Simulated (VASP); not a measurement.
Here is a VASP 6.6.1 calculation.

File INCAR:

```
SYSTEM = Ir
METAGGA = R2SCAN
ISMEAR = -5
LWAVE = .False.
LCHARG = .False.
NBANDS = 18
PREC = Accurate
LASPH = .True.
LREAL = .False.
ALGO = Normal
EDIFF = 1E-6
NELM = 120
GGA_COMPAT = .False.
ENCUT = 420
LMIXTAU = .True.
LMAXMIX = 4
NEDOS = 4001
LORBIT = 11
```

File KPOINTS:

```
Automatic mesh
0
Gamma
  36 36 36
  0 0 0
```

File POSCAR:

```
Ir
1.0
    0.0000000000      1.9156000000      1.9156000000
    1.9156000000      0.0000000000      1.9156000000
    1.9156000000      1.9156000000      0.0000000000
Ir
1
Direct
    0.0000000000      0.0000000000      0.0000000000
```

Potentials or basis: VASP PAW PBE potentials, release 64 (Ir).

Run with:

```sh
$ cat potpaw_PBE.64/Ir/POTCAR > POTCAR
$ mpirun -np 1 vasp_std > vasp.out
```

Problem. Predict the density of states at the Fermi level.

Solution. 0.85 states/eV/atom.

Problem. What does it give for the pressure?

Solution. 6.5 GPa.

Caveat: the cell stands under pressure; the PAW data sets were made with another functional, which shifts forces and pressure a little; spin-orbit coupling is left out, which moves the levels of the heavy elements; tetrahedron occupations give inexact forces and stress in metals.
